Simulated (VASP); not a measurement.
# GaN (P6_3mc) in VASP: notebook

GaN is run at these levels: r2SCAN; tasks: single point.

Everything below comes from runs of VASP 6.6.1. Logs are shortened: lines on timing, memory, paths and dates and some standing lists are left out, and cuts for length are marked.

**The experiment to reproduce.**

From “Studying electronic properties in GaN without electrical contacts using γ-γ vs e−-γ Perturbed Angular Correlations”, 2019, pmc:6823545, for a bulk crystal of GaN: band gap 3.503 ± 0.005 eV (direct).

The results are compared with them further down.

### 1 The cell of the first run

The structure is hexagonal, space group P6_3mc (No. 186). The conventional cell has a = 3.118 Å, b = 3.118 Å, c = 5.078 Å, α = 90.00°, β = 90.00°, γ = 120.00°. Within 2.5 Å of Ga (site symmetry 3m) lie 4 N at 1.91 Å. Within 2.5 Å of N (site symmetry 3m) lie 4 Ga at 1.91 Å.

### 2 Single point, r2SCAN (volume changed by -6%)

POSCAR reads:

```
GaN
1.0
    3.1181691237      0.0000000000      0.0000000000
   -1.5590845618      2.7004136745      0.0000000000
    0.0000000000      0.0000000000      5.0778076624
Ga N
2 2
Direct
    0.3333333333      0.6666666667     -0.0008868489
    0.6666666667      0.3333333333      0.4991131511
    0.3333333333      0.6666666667      0.3758868489
    0.6666666667      0.3333333333      0.8758868489
```

INCAR.step1 reads:

```
SYSTEM = GaN
PREC = Accurate ; ENCUT = 520
ISMEAR = 0 ; SIGMA = 0.01
LREAL = .FALSE. ; LASPH = .TRUE.
NELM = 60 ; NBANDS = 26
GGA = PE ; ALGO = Normal
EDIFF = 1E-4 ; LWAVE = .TRUE.
LCHARG = .FALSE.
```

INCAR.step2 reads:

```
SYSTEM = GaN
PREC = Accurate ; ENCUT = 520
EDIFF = 1E-6 ; ISMEAR = 0
SIGMA = 0.01 ; LREAL = .FALSE.
LASPH = .TRUE. ; NELM = 60
ALGO = Normal ; ISIF = 2
LWAVE = .FALSE. ; LCHARG = .FALSE.
METAGGA = R2SCAN ; LMIXTAU = .TRUE.
NBANDS = 26 ; ISTART = 1
```

KPOINTS reads:

```
regular mesh
0
G
  9 9 4
  0 0 0
```

Potentials or basis: VASP PAW PBE potentials, release 64 (Ga_d, N).

On the command line:

```
$ cat potpaw_PBE.64/Ga_d/POTCAR potpaw_PBE.64/N/POTCAR > POTCAR
$ cp INCAR.step1 INCAR
$ mpirun -np 1 vasp_std > vasp.out
$ cp INCAR.step2 INCAR
$ mpirun -np 1 vasp_std > vasp.out
```

OUTCAR:

```text
SYSTEM = GaN
   PREC = Accurate
   ENCUT = 520
   EDIFF = 1E-6
   ISMEAR = 0
   LREAL = .FALSE.
   LASPH = .TRUE.
   NELM = 60
   ISIF = 2
   METAGGA = R2SCAN
   ISTART = 1

 ion  position               nearest neighbor table
   1  0.333  0.667  0.999-   4 1.91   4 1.91   4 1.91   3 1.91
   2  0.667  0.333  0.499-   3 1.91   3 1.91   3 1.91   4 1.91
   3  0.333  0.667  0.376-   2 1.91   2 1.91   2 1.91   1 1.91
   4  0.667  0.333  0.876-   1 1.91   1 1.91   1 1.91   2 1.91

  LATTYP: Found a hexagonal cell.
 ALAT       =     3.1181691237
 C/A-ratio  =     1.6284580666

  Lattice vectors:

 A1 = (   3.1181691237,   0.0000000000,   0.0000000000)
 A2 = (  -1.5590845618,   2.7004136745,   0.0000000000)
 A3 = (   0.0000000000,   0.0000000000,   5.0778076624)

Analysis of symmetry for initial positions (statically):
=====================================================================
 Subroutine PRICEL returns:
 Original cell was already a primitive cell.

 Routine SETGRP: Setting up the symmetry group for a
 hexagonal supercell.

 Subroutine GETGRP returns: Found 12 space group operations
 (whereof  6 operations were pure point group operations)
 out of a pool of 24 trial point group operations.

The static configuration has the point symmetry C_3v.
 The point group associated with its full space group is C_6v.

Analysis of symmetry for dynamics (positions and initial velocities):
=====================================================================
 Subroutine PRICEL returns:
 Original cell was already a primitive cell.

 Routine SETGRP: Setting up the symmetry group for a
 hexagonal supercell.

 Subroutine GETGRP returns: Found 12 space group operations
 (whereof  6 operations were pure point group operations)
 out of a pool of 24 trial point group operations.

The dynamic configuration has the point symmetry C_3v.
 The point group associated with its full space group is C_6v.

 Subroutine INISYM returns: Found 12 space group operations
 (whereof  6 operations are pure point group operations),
 and found     1 'primitive' translations

----------------------------------------------------------------------------------------

                                     Primitive cell

  volume of cell :      42.7569

  direct lattice vectors                    reciprocal lattice vectors
     3.118169124  0.000000000  0.000000000     0.320701014  0.185156817  0.000000000
    -1.559084562  2.700413675  0.000000000     0.000000000  0.370313634  0.000000000
     0.000000000  0.000000000  5.077807662     0.000000000  0.000000000  0.196935384

  length of vectors
     3.118169124  3.118169124  5.077807662     0.370313634  0.370313634  0.196935384

  position of ions in fractional coordinates (direct lattice)
     0.333333333  0.666666667  0.999113151
     0.666666667  0.333333333  0.499113151
     0.333333333  0.666666667  0.375886849
     0.666666667  0.333333333  0.875886849

  ion indices of the primitive-cell ions
   primitive index   ion index
                 1           1
                 2           2
                 3           3
                 4           4

----------------------------------------------------------------------------------------

 KPOINTS: regular mesh

Automatic generation of k-mesh.
 Grid dimensions read from file:
 generate k-points for:    9    9    4

 Generating k-lattice:

  Cartesian coordinates                     Fractional coordinates (reciprocal lattice)
     0.035633446  0.020572980  0.000000000     0.111111111  0.000000000  0.000000000
     0.000000000  0.041145959  0.000000000     0.000000000  0.111111111  0.000000000
     0.000000000  0.000000000  0.049233846     0.000000000  0.000000000  0.250000000

  Length of vectors
     0.041145959  0.041145959  0.049233846

  Shift w.r.t. Gamma in fractional coordinates (k-lattice)
     0.000000000  0.000000000  0.000000000

 Subroutine IBZKPT returns following result:
 ===========================================

 Found     36 irreducible k-points:

 Following reciprocal coordinates:
            Coordinates               Weight
  0.000000  0.000000  0.000000      1.000000
  0.111111  0.000000  0.000000      6.000000
  0.222222 -0.000000  0.000000      6.000000
  0.333333  0.000000  0.000000      6.000000
  0.444444 -0.000000  0.000000      6.000000
  0.111111  0.111111  0.000000      6.000000
[... 16 lines left out ...]
  0.333333  0.222222  0.250000     24.000000
  0.333333  0.333333  0.250000      4.000000
 [... further k-points ...]
   k-points           NKPTS =     36   k-points in BZ     NKDIM =     36   number of bands    NBANDS=     26
   number of dos      NEDOS =    301   number of ions     NIONS =      4
   total plane-waves  NPLWV =  23040
   dimension x,y,z NGX =    24 NGY =   24 NGZ =   40
   dimension x,y,z NGXF=    48 NGYF=   48 NGZF=   80
   ions per type =               2   2
   NGX,Y,Z   is equivalent  to a cutoff of  12.80, 12.80, 13.10 a.u.
   NGXF,Y,Z  is equivalent  to a cutoff of  25.59, 25.59, 26.19 a.u.
 SYSTEM =  GaN
   PREC   = accura    normal or accurate (medium, high low for compatibility)
   ISTART =      1    job   : 0-new  1-cont  2-samecut
   ICHARG =      0    charge: 1-file 2-atom 10-const
   ISPIN  =      1    spin polarized calculation?
   LNONCOLLINEAR =      F non collinear calculations
   LSORBIT =      F    spin-orbit coupling
   LASPH  =      T    aspherical Exc in radial PAW
   ENCUT  =  520.0 eV  38.22 Ry    6.18 a.u.   5.80  5.80  9.44*2*pi/ulx,y,z
   NELM   =     60;   NELMIN=  2; NELMDL=  0     # of ELM steps
   EDIFF  = 0.1E-05   stopping-criterion for ELM
   LREAL  =      F    real-space projection
   EDIFFG = 0.1E-04   stopping-criterion for IOM
   NSW    =      0    number of steps for IOM
   IBRION =     -1    ionic relax: 0-MD 1-quasi-New 2-CG
   NFREE  =      0    steps in history (QN), initial steepest desc. (CG)
   ISIF   =      2    stress and relaxation
   ISYM   =      2    0-nonsym 1-usesym 2-fastsym
   POTIM  = 0.5000    time-step for ionic-motion
   TEBEG  =    0.0;   TEEND  =   0.0 temperature during run
   PSTRESS=    0.0 pullay stress
   NELECT =      36.0000    total number of electrons
   NUPDOWN=      -1.0000    fix difference up-down
   EMIN   =  10.00;   EMAX   =-10.00  energy-range for DOS
   EFERMI =   0.00;   METHOD = LEGACY
   ISMEAR =     0;   SIGMA  =   0.01  broadening in eV -4-tet -1-fermi 0-gaus
   EFERMI_NEDOS =   21; number of points for ismear=-14 and -15
   IALGO  =     38    algorithm
   IMIX   =      4    mixing-type and parameters
     AMIX     =   0.40;   BMIX     =  1.00
     AMIX_MAG =   1.60;   BMIX_MAG =  1.00
  volume/ion in A,a.u.               =      10.69        72.13
  Fermi-wavevector in a.u.,A,eV,Ry     =   1.545872  2.921275 32.514127  2.389721
  Thomas-Fermi vector in A             =   2.651189
   LORBIT       =      0    0 simple, 1 ext, 2 COOP (PROOUT), +10 PAW based schemes
   METAGGA = R2SCAN    functional components
   LHFCALC =     F    Hartree Fock is set to
   AEXX    =    0.0000 exact exchange contribution
   IVDW    =     0    specifies the selected vdW correction
   LEPSILON=     F    determine dielectric tensor
   LRPA    =     F    only Hartree local field effects (RPA)
 non-spin polarized calculation
 Gauss-broadening in eV      SIGMA  =   0.01
  energy-cutoff  :      520.00
  volume of cell :       42.76
 maximum number of plane-waves:      1182
 NGX is ok and might be reduce to    24
   NGX = 11   NGY = 11   NGZ = 19

 number of electron      36.0000026 magnetization

 Free energy of the ion-electron system (eV)
  ---------------------------------------------------
  ext. energy  EPLUGINS =         0.00000000
  ---------------------------------------------------
  free energy    TOTEN  =       -43.68576448 eV

  energy without entropy =      -43.68576448  energy(sigma->0) =      -43.68576448

 E-fermi :   5.8876     XC(G=0): -13.0338

 val. band max:        5.8005729308   @ k =   0.0000   0.0000   0.0000
 cond. band min:       8.5732404568   @ k =   0.0000   0.0000   0.0000
 fundamental gap:      2.7726675261
 Fermi energy:         5.8875695192

 k-point     1 :       0.0000    0.0000    0.0000
  band No.  band energies     occupation
      1     -11.5715      2.00000
      2     -10.3759      2.00000
      3      -8.0904      2.00000
      4      -8.0723      2.00000
      5      -8.0723      2.00000
      6      -7.9898      2.00000
[... 18 lines left out ...]
     25      18.7705      0.00000
     26      18.7706      0.00000

 k-point     2 :       0.1111    0.0000    0.0000
  band No.  band energies     occupation
      1     -11.4356      2.00000
      2     -10.3329      2.00000
      3      -8.0762      2.00000
      4      -8.0506      2.00000
      5      -8.0340      2.00000
      6      -7.9718      2.00000
[... 18 lines left out ...]
     25      18.3033      0.00000
     26      19.0704      0.00000

 k-point     3 :       0.2222   -0.0000    0.0000
  band No.  band energies     occupation
      1     -11.0834      2.00000
      2     -10.2378      2.00000
      3      -8.0315      2.00000
      4      -8.0055      2.00000
      5      -7.9400      2.00000
      6      -7.8835      2.00000
[... 18 lines left out ...]
     25      18.4185      0.00000
     26      19.6836      0.00000

 k-point     4 :       0.3333    0.0000    0.0000
  band No.  band energies     occupation
      1     -10.6820      2.00000
      2     -10.1570      2.00000
      3      -8.0047      2.00000
      4      -7.9766      2.00000
      5      -7.8731      2.00000
      6      -7.7987      2.00000
[... 18 lines left out ...]
     25      18.5298      0.00000
     26      20.4515      0.00000

 k-point     5 :       0.4444   -0.0000    0.0000
  band No.  band energies     occupation
      1     -10.4303      2.00000
      2     -10.1253      2.00000
      3      -8.0049      2.00000
      4      -7.9701      2.00000
      5      -7.8438      2.00000
      6      -7.7856      2.00000
[... 18 lines left out ...]
     25      19.3295      0.00000
     26      20.6677      0.00000

 k-point     6 :       0.1111    0.1111    0.0000
  band No.  band energies     occupation
      1     -11.1909      2.00000
      2     -10.2644      2.00000
      3      -8.0391      2.00000
      4      -8.0217      2.00000
      5      -7.9627      2.00000
      6      -7.9416      2.00000
[... 427 lines left out ...]
 k-point    21 :       0.4444    0.1111    0.2500
  band No.  band energies     occupation
      1     -10.2998      2.00000
      2     -10.1320      2.00000
      3      -8.0011      2.00000
      4      -7.9490      2.00000
      5      -7.8879      2.00000
      6      -7.7764      2.00000
[... 18 lines left out ...]
     25      18.9693      0.00000
     26      20.6977      0.00000

 k-point    22 :       0.2222    0.2222    0.2500
  band No.  band energies     occupation
      1     -10.4235      2.00000
      2     -10.1579      2.00000
      3      -7.9894      2.00000
      4      -7.9464      2.00000
      5      -7.8682      2.00000
      6      -7.8434      2.00000
[... 18 lines left out ...]
     25      18.3464      0.00000
     26      20.6060      0.00000

 k-point    23 :       0.3333    0.2222    0.2500
  band No.  band energies     occupation
      1     -10.2571      2.00000
      2     -10.1343      2.00000
      3      -8.0016      2.00000
      4      -7.9210      2.00000
      5      -7.8625      2.00000
      6      -7.7963      2.00000
[... 18 lines left out ...]
     25      19.3078      0.00000
     26      20.7469      0.00000

 k-point    24 :       0.3333    0.3333    0.2500
  band No.  band energies     occupation
      1     -10.1655      2.00000
      2     -10.1655      2.00000
      3      -8.0129      2.00000
      4      -7.8710      2.00000
      5      -7.8710      2.00000
      6      -7.7907      2.00000
[... 18 lines left out ...]
     25      20.1133      0.00000
     26      20.9960      0.00000

 [... further k-points ...]
[... 5 lines left out ...]
  --------------------------------------------------------------------------------------
  -------------------------------------------------------------------------------------
  Total        4.0807744      4.0807744      4.0156520      0.0000000      0.0000000      0.0000000
  in kB      152.9138972    152.9138972    150.4736430      0.0000000      0.0000000      0.0000000
  external PRESSURE =     152.1004791 kB  Pullay stress =       0.0000000 kB

 VOLUME and BASIS-vectors are now :
 -----------------------------------------------------------------------------
  energy-cutoff  :      520.00
  volume of cell :       42.76
      direct lattice vectors                 reciprocal lattice vectors
     3.118169124  0.000000000  0.000000000     0.320701014  0.185156817  0.000000000
    -1.559084562  2.700413675  0.000000000     0.000000000  0.370313634  0.000000000
     0.000000000  0.000000000  5.077807662     0.000000000  0.000000000  0.196935384

 POSITION                                       TOTAL-FORCE (eV/Angst)
 -----------------------------------------------------------------------------------
     -0.00000      1.80028      5.07330         0.000000     -0.000000      0.015632
      1.55908      0.90014      2.53440        -0.000000      0.000000      0.015632
     -0.00000      1.80028      1.90868        -0.000000     -0.000000     -0.015632
      1.55908      0.90014      4.44758        -0.000000      0.000000     -0.015632
 -----------------------------------------------------------------------------------
    total drift:                                0.000002      0.000003      0.026816

  FREE ENERGIE OF THE ION-ELECTRON SYSTEM (eV)
  ---------------------------------------------------
  free  energy   TOTEN  =       -43.6857644809 eV

  energy  without entropy=      -43.6857644809  energy(sigma->0) =      -43.68576448
```

Run time: 5.1 min. Hardware: 1 thread of AMD EPYC 7R13, shared host; peak memory 0.16 GiB.

What came out:

```yaml
Free_energy: -43.6858 eV
Pressure: 15.2 GPa
Largest_force: 0.016 eV/Å
Band_gap_on_the_k_mesh: 2.77 eV, direct
```

Forces in eV/Å, atoms in the order of the input:
```
Ga   0.000  0.000  0.016
Ga   0.000  0.000  0.016
N    0.000  0.000 -0.016
N    0.000  0.000 -0.016
```

Stress tensor (GPa, compression positive):
```
15.29  0.00  0.00
 0.00 15.29  0.00
 0.00  0.00 15.05
```

Caveat: the PAW data sets were made with another functional, which shifts forces and pressure a little.

### 3 Single point, r2SCAN (volume changed by -3%)

POSCAR reads:

```
GaN
1.0
    3.1509943688      0.0000000000      0.0000000000
   -1.5754971844      2.7288411706      0.0000000000
    0.0000000000      0.0000000000      5.1312621976
Ga N
2 2
Direct
    0.3333333333      0.6666666667     -0.0008868489
    0.6666666667      0.3333333333      0.4991131511
    0.3333333333      0.6666666667      0.3758868489
    0.6666666667      0.3333333333      0.8758868489
```

INCAR.step1 reads:

```
SYSTEM = GaN
PREC = Accurate
ENCUT = 520
ISMEAR = 0
SIGMA = 0.01
LREAL = .FALSE.
LASPH = .TRUE.
NELM = 60
NBANDS = 26
GGA = PE
ALGO = Normal
EDIFF = 1E-4
LWAVE = .TRUE.
LCHARG = .FALSE.
```

INCAR.step2 reads:

```
SYSTEM = GaN
PREC = Accurate
ENCUT = 520
EDIFF = 1E-7
ISMEAR = 0
SIGMA = 0.01
LREAL = .FALSE.
LASPH = .TRUE.
NELM = 60
ALGO = Normal
ISIF = 2
LWAVE = .FALSE.
LCHARG = .FALSE.
METAGGA = R2SCAN
LMIXTAU = .TRUE.
NBANDS = 26
ISTART = 1
```

KPOINTS reads:

```
Automatic mesh
0
G
  9 9 4
  0 0 0
```

Potentials or basis: VASP PAW PBE potentials, release 64 (Ga_d, N).

On the command line:

```
$ cat potpaw_PBE.64/Ga_d/POTCAR potpaw_PBE.64/N/POTCAR > POTCAR
$ cp INCAR.step1 INCAR
$ mpirun -np 1 vasp_std > vasp.out
$ cp INCAR.step2 INCAR
$ mpirun -np 1 vasp_std > vasp.out
```

OUTCAR:

```text
SYSTEM = GaN
   PREC = Accurate
   ENCUT = 520
   EDIFF = 1E-7
   ISMEAR = 0
   LREAL = .FALSE.
   LASPH = .TRUE.
   NELM = 60
   ISIF = 2
   METAGGA = R2SCAN
   ISTART = 1

 ion  position               nearest neighbor table
   1  0.333  0.667  0.999-   4 1.93   4 1.93   4 1.93   3 1.93
   2  0.667  0.333  0.499-   3 1.93   3 1.93   3 1.93   4 1.93
   3  0.333  0.667  0.376-   2 1.93   2 1.93   2 1.93   1 1.93
   4  0.667  0.333  0.876-   1 1.93   1 1.93   1 1.93   2 1.93

  LATTYP: Found a hexagonal cell.
 ALAT       =     3.1509943688
 C/A-ratio  =     1.6284580666

[... 889 lines left out ...]

 [... further k-points ...]
[... 5 lines left out ...]
  --------------------------------------------------------------------------------------
  -------------------------------------------------------------------------------------
  Total        2.1125567      2.1125567      2.0439331      0.0000000      0.0000000      0.0000000
  in kB       76.7129812     76.7129812     74.2210638      0.0000000      0.0000000      0.0000000
  external PRESSURE =      75.8823421 kB  Pullay stress =       0.0000000 kB

 VOLUME and BASIS-vectors are now :
 -----------------------------------------------------------------------------
  energy-cutoff  :      520.00
  volume of cell :       44.12
      direct lattice vectors                 reciprocal lattice vectors
     3.150994369  0.000000000  0.000000000     0.317360136  0.183227960  0.000000000
    -1.575497184  2.728841171  0.000000000     0.000000000  0.366455919  0.000000000
     0.000000000  0.000000000  5.131262198     0.000000000  0.000000000  0.194883824

 POSITION                                       TOTAL-FORCE (eV/Angst)
 -----------------------------------------------------------------------------------
     -0.00000      1.81923      5.12671         0.000000     -0.000000      0.010286
      1.57550      0.90961      2.56108        -0.000000      0.000000      0.010286
     -0.00000      1.81923      1.92877         0.000000      0.000000     -0.010286
      1.57550      0.90961      4.49441        -0.000000     -0.000000     -0.010286
 -----------------------------------------------------------------------------------
    total drift:                                0.000002      0.000003      0.035927

  FREE ENERGIE OF THE ION-ELECTRON SYSTEM (eV)
  ---------------------------------------------------
  free  energy   TOTEN  =       -43.7833411269 eV

  energy  without entropy=      -43.7833411269  energy(sigma->0) =      -43.78334113
```

OUTCAR.step1:

```text
SYSTEM = GaN
   PREC = Accurate
   ENCUT = 520
   ISMEAR = 0
   LREAL = .FALSE.
   LASPH = .TRUE.
   NELM = 60
[... 927 lines left out ...]
      1.57550      0.90961      2.56108         0.000000     -0.000000      0.011411
     -0.00000      1.81923      1.92877        -0.000000     -0.000000     -0.011411
      1.57550      0.90961      4.49441         0.000000      0.000000     -0.011411
 -----------------------------------------------------------------------------------
    total drift:                               -0.000001     -0.000001      0.001773

  FREE ENERGIE OF THE ION-ELECTRON SYSTEM (eV)
  ---------------------------------------------------
  free  energy   TOTEN  =       -24.2164211257 eV

  energy  without entropy=      -24.2164211257  energy(sigma->0) =      -24.21642113
```

It took 6.2 min on 1 thread of AMD EPYC 7R13, shared host; peak memory 0.16 GiB.

Results:

```yaml
Free_energy: -43.7833 eV
Pressure: 7.6 GPa
Largest_force: 0.010 eV/Å
Band_gap_on_the_k_mesh: 2.56 eV, direct
```

Forces on the atoms (eV/Å):
```
Ga   0.000  0.000  0.010
Ga   0.000  0.000  0.010
N    0.000  0.000 -0.010
N    0.000  0.000 -0.010
```

Stress tensor (GPa, compression positive):
```
7.67 0.00 0.00
0.00 7.67 0.00
0.00 0.00 7.42
```

Caveat: the PAW data sets were made with another functional, which shifts forces and pressure a little.

[end of part 1 of 2]
